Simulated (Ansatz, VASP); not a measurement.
InP in VASP and in Ansatz

Contents of POSCAR:

```
InP
1.0
    0.0000000000      3.0184150000      2.9744575000
    3.0184150000      0.0000000000      2.9744575000
    3.0184150000      3.0184150000      0.0000000000
In P
1 1
Direct
    0.0000000000      0.0000000000      0.0000000000
    0.7500000000      0.7500000000      0.7500000000
```

File INCAR.step1:

```
SYSTEM = InP
  PREC = Accurate
  ENCUT = 520
  ISMEAR = 0
  SIGMA = 0.05
  LREAL = .False.
  LASPH = .True.
  NELM = 100
  NBANDS = 16
  GGA = PE
  ALGO = Normal
  EDIFF = 1E-4
  LWAVE = .True.
  LCHARG = .False.
```

INCAR.step2

```
SYSTEM = InP
  PREC = Accurate
  ENCUT = 520
  EDIFF = 1E-7
  ISMEAR = 0
  SIGMA = 0.05
  LREAL = .False.
  LASPH = .True.
  NELM = 100
  ALGO = Normal
  ISIF = 2
  LWAVE = .False.
  LCHARG = .False.
  METAGGA = R2SCAN
  LMIXTAU = .True.
  NBANDS = 16
  ISTART = 1
```

KPOINTS

```
Automatic mesh
0
Gamma
  8 8 8
  0 0 0
```

Input for Ansatz:

```yaml
crystal:
  lattice:
    - [0.0, 3.018415, 2.9744575]
    - [3.018415, 0.0, 2.9744575]
    - [3.018415, 3.018415, 0.0]
  atoms:
    - { symbol: In, position: [0.0, 0.0, 0.0] }
    - { symbol: P, position: [0.75, 0.75, 0.75] }
basis:
  ecutwfc: 500
kpoints:
  mp_grid: { grid: [8, 8, 8] }
hamiltonian:
  xc: r2scan
scf:
  occupations: { method: gaussian, width: 0.05 }
output:
  forces: true
  stress: true
  eigenvalues: true
  write_density: true
  write_potential: true
  elf: true
  volumetric_format: npy
```

Change from the starting cell: strain +0.030 along x and y, +0.015 along z, atoms carried along.

Alike in both runs: task single point; functional r2SCAN; k mesh 8 × 8 × 8; occupations gaussian, width 0.05 eV; no spin polarisation.

|  | VASP | Ansatz |
| --- | --- | --- |
| version | VASP 6.6.1 | Ansatz 0.2.0 |
| potentials or method | VASP PAW PBE potentials, release 64 (In_d, P), cutoff 520 eV | scalar-relativistic, plane waves, PAW |
| valence electrons in the cell | 18 | 18 |

|  | VASP | Ansatz | Ansatz less VASP |
| --- | --- | --- | --- |
| gap on the k mesh at the Fermi level (eV) | 0.69 | 0.69 | -0.002 |
| least direct gap on the mesh (eV) | 0.69 | 0.69 | -0.002 |
| pressure (GPa) | -3.2 | -3.1 | +0.09 |
| traceless stress, the component that is largest in VASP (GPa) | 0.44 | 0.43 | -0.003 |

VASP's potentials were made for PBE, not for r2SCAN.
